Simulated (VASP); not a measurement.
Set up this calculation in VASP 6.6.1, as the native input.

```yaml
Task: single point
Functional: PBEsol
Potentials_or_basis: VASP PAW PBE potentials, release 64 (Zr_sv, As, Ru_pv)
Cutoff: 520 eV
k_mesh: 6 × 6 × 10
Occupations: gaussian, width 0.1 eV
Spin: no spin polarisation
Dipole_correction: no
Further_INCAR_settings: ALGO = Fast; EDIFF = 1e-06; NBANDS = 56
```

The structure of ZrAsRu lies in POSCAR:

```
ZrAsRu
1.0
    6.5493607378      0.0000000000      0.0000000000
   -3.2746803689      5.6719127775      0.0000000000
    0.0000000000      0.0000000000      3.8925744736
Zr As Ru
3 3 3
Direct
    0.4177853638      0.4177853638      0.5000000000
    0.5822146362      0.0000000000      0.5000000000
    0.0000000000      0.5822146362      0.5000000000
    0.0000000000      0.0000000000      0.5000000000
    0.6666666667      0.3333333333      0.0000000000
    0.3333333333      0.6666666667      0.0000000000
    0.0000000000      0.2434677739      0.0000000000
    0.2434677739      0.0000000000      0.0000000000
    0.7565322261      0.7565322261      0.0000000000
```

One way to write it, as run:

INCAR

```
SYSTEM = ZrAsRu
PREC = Accurate ; ENCUT = 520
EDIFF = 1E-6 ; ISMEAR = 0
SIGMA = 0.1 ; LREAL = .False.
LASPH = .True. ; NELM = 80
ALGO = Fast ; ISIF = 2
LWAVE = .False. ; LCHARG = .False.
GGA = PS ; NBANDS = 56
```

KPOINTS

```
regular mesh
0
Gamma
  6 6 10
  0 0 0
```

Potentials or basis: VASP PAW PBE potentials, release 64 (Zr_sv, As, Ru_pv).

The run is started by

```sh
$ cat potpaw_PBE.64/Zr_sv/POTCAR potpaw_PBE.64/As/POTCAR potpaw_PBE.64/Ru_pv/POTCAR > POTCAR
$ mpirun -np 1 vasp_std > vasp.out
```

Results of the run:

```json
{
  "Pressure": "0.4 GPa",
  "Largest force": "0.006 eV/Å"
}
```

Caveat: the PAW data sets were made with another functional, which shifts forces and pressure a little.

Run time: 13 min on 1 thread of Intel(R) Xeon(R) Platinum 8259CL CPU @ 2.50GHz (Skylake/Cascade Lake), on a shared host, peak memory 0.45 GiB.
